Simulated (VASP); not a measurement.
# Mo (Im-3m) in VASP: single point with PBE

Aim: the single point of Mo with PBE.

Program: VASP 6.6.1. These are calculated values, not measurements. Logs are shortened: lines on timing, memory, paths and dates and some standing lists are left out, and cuts for length are marked.

### Step 1. The cell of the first run

Symmetry: Im-3m, No. 229, cubic system. The conventional cell has a = 3.160 Å, b = 3.160 Å, c = 3.160 Å, α = 90.00°, β = 90.00°, γ = 90.00°. Mo (site symmetry m-3m) has 14 Mo at 2.74 to 3.16 Å within 3.6 Å.

### Step 2. Single point, PBE

Contents of INCAR:

```
SYSTEM = Mo
ALGO     = Normal         ! electronic algorithm
EDIFF    = 1E-6           ! SCF threshold, eV
ENCUT    = 500            ! plane-wave cutoff, eV
GGA      = PE             ! functional
GGA_COMPAT= .False.      
ISIF     = 2              ! what is computed and relaxed
ISMEAR   = 0              ! smearing method
LASPH    = .True.         ! aspherical terms in the spheres
LCHARG   = .False.        ! write CHGCAR
LREAL    = .False.        ! projectors in reciprocal space
LWAVE    = .False.        ! write WAVECAR
NBANDS   = 13             ! bands
NELM     = 120            ! most SCF steps
PREC     = Accurate       ! precision mode
SIGMA    = 0.1            ! smearing width, eV
```

Contents of KPOINTS:

```
k-points
0
Gamma
  18 18 18
  0 0 0
```

Contents of POSCAR:

```
Mo
1.0
   -1.5802450018      1.5802450018      1.5802450018
    1.5802450018     -1.5802450018      1.5802450018
    1.5802450018      1.5802450018     -1.5802450018
Mo
1
Direct
    0.0000000000      0.0000000000      0.0000000000
```

Potentials or basis: VASP PAW PBE potentials, release 64 (Mo_sv).

The run is started by

```bash
$ cat potpaw_PBE.64/Mo_sv/POTCAR > POTCAR
$ mpirun -np 1 vasp_std > vasp.out
```

OUTCAR:

```text
SYSTEM = Mo
   EDIFF = 1E-6
   ENCUT = 500
   GGA = PE
   ISIF = 2
   ISMEAR = 0
   LASPH = .True.
   LREAL = .False.
   NELM = 120
   PREC = Accurate

 ion  position               nearest neighbor table
   1  0.000  0.000  0.000-

  LATTYP: Found a body centered cubic cell.
 ALAT       =     3.1604900036

  Lattice vectors:

 A1 = (  -1.5802450018,   1.5802450018,   1.5802450018)
 A2 = (   1.5802450018,  -1.5802450018,   1.5802450018)
 A3 = (   1.5802450018,   1.5802450018,  -1.5802450018)

Analysis of symmetry for initial positions (statically):
=====================================================================
 Subroutine PRICEL returns:
 Original cell was already a primitive cell.

 Routine SETGRP: Setting up the symmetry group for a
 body centered cubic supercell.

 Subroutine GETGRP returns: Found 48 space group operations
 (whereof 48 operations were pure point group operations)
 out of a pool of 48 trial point group operations.

The static configuration has the point symmetry O_h .

Analysis of symmetry for dynamics (positions and initial velocities):
=====================================================================
 Subroutine PRICEL returns:
 Original cell was already a primitive cell.

 Routine SETGRP: Setting up the symmetry group for a
 body centered cubic supercell.

 Subroutine GETGRP returns: Found 48 space group operations
 (whereof 48 operations were pure point group operations)
 out of a pool of 48 trial point group operations.

The dynamic configuration has the point symmetry O_h .

 Subroutine INISYM returns: Found 48 space group operations
 (whereof 48 operations are pure point group operations),
 and found     1 'primitive' translations

----------------------------------------------------------------------------------------

                                     Primitive cell

  volume of cell :      15.7846

  direct lattice vectors                    reciprocal lattice vectors
    -1.580245002  1.580245002  1.580245002     0.000000000  0.316406633  0.316406633
     1.580245002 -1.580245002  1.580245002     0.316406633  0.000000000  0.316406633
     1.580245002  1.580245002 -1.580245002     0.316406633  0.316406633  0.000000000

  length of vectors
     2.737064632  2.737064632  2.737064632     0.447466551  0.447466551  0.447466551

  position of ions in fractional coordinates (direct lattice)
     0.000000000  0.000000000  0.000000000

  ion indices of the primitive-cell ions
   primitive index   ion index
                 1           1

----------------------------------------------------------------------------------------

 KPOINTS: k-points

Automatic generation of k-mesh.
 Grid dimensions read from file:
 generate k-points for:   18   18   18

 Generating k-lattice:

  Cartesian coordinates                     Fractional coordinates (reciprocal lattice)
     0.000000000  0.017578146  0.017578146     0.055555556  0.000000000  0.000000000
     0.017578146  0.000000000  0.017578146     0.000000000  0.055555556  0.000000000
     0.017578146  0.017578146  0.000000000     0.000000000  0.000000000  0.055555556

  Length of vectors
     0.024859253  0.024859253  0.024859253

  Shift w.r.t. Gamma in fractional coordinates (k-lattice)
     0.000000000  0.000000000  0.000000000

 Subroutine IBZKPT returns following result:
 ===========================================

 Found    195 irreducible k-points:

 Following reciprocal coordinates:
            Coordinates               Weight
  0.000000  0.000000  0.000000      1.000000
  0.055556  0.000000  0.000000     12.000000
  0.111111  0.000000  0.000000     12.000000
  0.166667  0.000000  0.000000     12.000000
  0.222222  0.000000  0.000000     12.000000
  0.277778  0.000000  0.000000     12.000000
[... 16 lines left out ...]
  0.333333  0.111111 -0.000000     48.000000
  0.388889  0.111111  0.000000     48.000000
 [... further k-points ...]
   k-points           NKPTS =    195   k-points in BZ     NKDIM =    195   number of bands    NBANDS=     13
   number of dos      NEDOS =    301   number of ions     NIONS =      1
   total plane-waves  NPLWV =   8000
   dimension x,y,z NGX =    20 NGY =   20 NGZ =   20
   dimension x,y,z NGXF=    40 NGYF=   40 NGZF=   40
   ions per type =               1
   NGX,Y,Z   is equivalent  to a cutoff of  12.15, 12.15, 12.15 a.u.
   NGXF,Y,Z  is equivalent  to a cutoff of  24.30, 24.30, 24.30 a.u.
 SYSTEM =  Mo
   PREC   = accura    normal or accurate (medium, high low for compatibility)
   ISTART =      0    job   : 0-new  1-cont  2-samecut
   ICHARG =      2    charge: 1-file 2-atom 10-const
   ISPIN  =      1    spin polarized calculation?
   LNONCOLLINEAR =      F non collinear calculations
   LSORBIT =      F    spin-orbit coupling
   LASPH  =      T    aspherical Exc in radial PAW
   ENCUT  =  500.0 eV  36.75 Ry    6.06 a.u.   4.99  4.99  4.99*2*pi/ulx,y,z
   NELM   =    120;   NELMIN=  2; NELMDL= -5     # of ELM steps
   EDIFF  = 0.1E-05   stopping-criterion for ELM
   LREAL  =      F    real-space projection
   EDIFFG = 0.1E-04   stopping-criterion for IOM
   NSW    =      0    number of steps for IOM
   IBRION =     -1    ionic relax: 0-MD 1-quasi-New 2-CG
   NFREE  =      0    steps in history (QN), initial steepest desc. (CG)
   ISIF   =      2    stress and relaxation
   ISYM   =      2    0-nonsym 1-usesym 2-fastsym
   POTIM  = 0.5000    time-step for ionic-motion
   TEBEG  =    0.0;   TEEND  =   0.0 temperature during run
   PSTRESS=    0.0 pullay stress
   NELECT =      14.0000    total number of electrons
   NUPDOWN=      -1.0000    fix difference up-down
   EMIN   =  10.00;   EMAX   =-10.00  energy-range for DOS
   EFERMI =   0.00;   METHOD = LEGACY
   ISMEAR =     0;   SIGMA  =   0.10  broadening in eV -4-tet -1-fermi 0-gaus
   EFERMI_NEDOS =   21; number of points for ismear=-14 and -15
   IALGO  =     38    algorithm
   IMIX   =      4    mixing-type and parameters
     AMIX     =   0.40;   BMIX     =  1.00
     AMIX_MAG =   1.60;   BMIX_MAG =  1.00
  volume/ion in A,a.u.               =      15.78       106.52
  Fermi-wavevector in a.u.,A,eV,Ry     =   1.572919  2.972386 33.661832  2.474075
  Thomas-Fermi vector in A             =   2.674281
   LORBIT       =      0    0 simple, 1 ext, 2 COOP (PROOUT), +10 PAW based schemes
   GGA     = PE    functional components
   LHFCALC =     F    Hartree Fock is set to
   AEXX    =    0.0000 exact exchange contribution
   IVDW    =     0    specifies the selected vdW correction
   LEPSILON=     F    determine dielectric tensor
   LRPA    =     F    only Hartree local field effects (RPA)
 non-spin polarized calculation
 Gauss-broadening in eV      SIGMA  =   0.10
  energy-cutoff  :      500.00
  volume of cell :       15.78
 maximum number of plane-waves:       418
   NGX =  9   NGY =  9   NGZ =  9

 number of electron      14.0000004 magnetization

 Free energy of the ion-electron system (eV)
  ---------------------------------------------------
  ext. energy  EPLUGINS =         0.00000000
  ---------------------------------------------------
  free energy    TOTEN  =       -10.93494888 eV

  energy without entropy =      -10.93229618  energy(sigma->0) =      -10.93362253

 E-fermi :  12.4549     XC(G=0): -13.3357

 val. band max:       12.4352801407   @ k =   0.3889   0.1111   0.0000
 cond. band min:      12.4586635365   @ k =  -0.3889   0.4444   0.2778
 fundamental gap:      0.0233833957
 Fermi energy:        12.4549011439

 k-point     1 :       0.0000    0.0000    0.0000
  band No.  band energies     occupation
      1     -48.8424      2.00000
      2     -22.1308      2.00000
      3     -22.1308      2.00000
      4     -22.1308      2.00000
      5       5.2339      2.00000
      6      11.0920      2.00000
      7      11.0920      2.00000
      8      11.0920      2.00000
      9      14.0818      0.00000
     10      14.0818      0.00000
     11      27.2545      0.00000
     12      27.2545      0.00000
     13      27.2545      0.00000

 k-point     2 :       0.0556    0.0000    0.0000
  band No.  band energies     occupation
      1     -48.8349      2.00000
      2     -22.1746      2.00000
      3     -22.1444      2.00000
      4     -22.1311      2.00000
      5       5.3696      2.00000
      6      11.0156      2.00000
      7      11.0799      2.00000
      8      11.2186      2.00000
      9      13.9680      0.00000
     10      14.0837      0.00000
     11      27.3564      0.00000
     12      27.4828      0.00000
     13      27.5207      0.00000

 k-point     3 :       0.1111    0.0000    0.0000
  band No.  band energies     occupation
      1     -48.8132      2.00000
      2     -22.2997      2.00000
      3     -22.1832      2.00000
      4     -22.1320      2.00000
      5       5.7574      2.00000
      6      10.8032      2.00000
      7      11.0263      2.00000
      8      11.5932      2.00000
      9      13.7167      0.00000
     10      14.0946      0.00000
     11      27.5989      0.00000
     12      28.1482      0.00000
     13      28.1802      0.00000
[... 305 lines left out ...]
 k-point    23 :       0.3333    0.1111   -0.0000
  band No.  band energies     occupation
      1     -48.6091      2.00000
      2     -23.3097      2.00000
      3     -22.5566      2.00000
      4     -22.1987      2.00000
      5       7.7115      2.00000
      6       9.3621      2.00000
      7      11.8095      2.00000
      8      13.8626      0.00000
      9      14.8536      0.00000
     10      16.8908      0.00000
     11      24.9980      0.00000
     12      25.8347      0.00000
     13      30.2205      0.00000

 k-point    24 :       0.3889    0.1111    0.0000
  band No.  band energies     occupation
      1     -48.5879      2.00000
      2     -23.4040      2.00000
      3     -22.6019      2.00000
      4     -22.2006      2.00000
      5       7.5796      2.00000
      6       9.2364      2.00000
      7      12.4353      1.21859
      8      13.9819      0.00000
      9      15.1004      0.00000
     10      17.7562      0.00000
     11      24.0205      0.00000
     12      25.1817      0.00000
     13      29.3143      0.00000

 [... further k-points ...]
[... 5 lines left out ...]
  --------------------------------------------------------------------------------------
  -------------------------------------------------------------------------------------
  Total        0.0513698      0.0513698      0.0513698      0.0000000      0.0000000     -0.0000000
  in kB        5.2141714      5.2141714      5.2141714      0.0000000      0.0000000     -0.0000000
  external PRESSURE =       5.2141714 kB  Pullay stress =       0.0000000 kB

 VOLUME and BASIS-vectors are now :
 -----------------------------------------------------------------------------
  energy-cutoff  :      500.00
  volume of cell :       15.78
      direct lattice vectors                 reciprocal lattice vectors
    -1.580245002  1.580245002  1.580245002     0.000000000  0.316406633  0.316406633
     1.580245002 -1.580245002  1.580245002     0.316406633  0.000000000  0.316406633
     1.580245002  1.580245002 -1.580245002     0.316406633  0.316406633  0.000000000

 POSITION                                       TOTAL-FORCE (eV/Angst)
 -----------------------------------------------------------------------------------
      0.00000      0.00000      0.00000        -0.000000      0.000000      0.000000
 -----------------------------------------------------------------------------------
    total drift:                                0.000000     -0.000000      0.000000

  FREE ENERGIE OF THE ION-ELECTRON SYSTEM (eV)
  ---------------------------------------------------
  free  energy   TOTEN  =       -10.9349488815 eV

  energy  without entropy=      -10.9322961843  energy(sigma->0) =      -10.93362253
```

Run time: 12 s. Hardware: 1 thread of Intel Xeon Platinum 8559C (Emerald Rapids), shared host; peak memory 0.15 GiB.

Results:

| Quantity | Value |
| --- | --- |
| Free energy | -10.9349 eV |
| Pressure | 0.5 GPa |
| Band gap on the k mesh | zero (band 7 reaches 16.36 eV, above the bottom of band 8 at 11.09 eV) |

Levels at points of the mesh, in eV from the Fermi level:
| k point | band 5 | band 6 | band 7 | band 8 | band 9 | band 10 |
| --- | --- | --- | --- | --- | --- | --- |
| (0.00, 0.00, 0.00) | -7.22 | -1.36 | -1.36 | -1.36 | 1.63 | 1.63 |
| (0.50, 0.00, 0.00) | -5.28 | -3.37 | 1.57 | 1.65 | 2.27 | 4.66 |
| (0.50, 0.50, 0.50) | -5.38 | -5.38 | 3.91 | 3.91 | 3.91 | 8.97 |
